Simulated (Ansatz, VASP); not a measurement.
## Ag in VASP and in Ansatz

```
CELL_PARAMETERS angstrom
2.88620 0.00000 0.00000
-1.44310 2.49952 0.00000
0.00000 0.00000 10.00000
ATOMIC_POSITIONS crystal
Ag 0.99215 0.96562 0.50082
Ag 0.00119 0.00955 0.00648
Ag 0.66805 0.34516 0.75186
Ag 0.33822 0.66721 0.24793
```

Change from the starting cell: atoms moved at random, drawn with an rms of 0.05 Å.

Alike in both runs: task single point; functional PBE; k mesh 11 × 11 × 3; occupations fermi-dirac, width 0.05 eV; no spin polarisation.

|  | VASP | Ansatz |
| --- | --- | --- |
| version | VASP 6.6.1 | Ansatz 0.2.0 |
| potentials or method | VASP PAW PBE potentials, release 64 (Ag) | Ansatz PAW |
| plane-wave cutoff (eV) | 520 | 420 |
| valence electrons in the cell | 44 | 76 |

VASP gave:

```
gap on the k mesh at the Fermi level (eV)                     : none
pressure (GPa)                                                : -0.5
traceless stress, the component that is largest in VASP (GPa) : -2.44
rms of the force components (eV/Å)                            : 0.102
```

Q: Estimate Ansatz's values.

A: gap on the k mesh at the Fermi level (eV): none; pressure (GPa): -0.4; traceless stress, the component that is largest in VASP (GPa): -2.47; rms of the force components (eV/Å): 0.103.

Atom by atom the forces differ by 0.001 eV/Å (rms over components). A gap of «none» marks a metal or a gap that the smearing closes. VASP's potentials hold 44 valence electrons a cell and Ansatz's 76, so a difference there can come from the potentials and not from the codes.
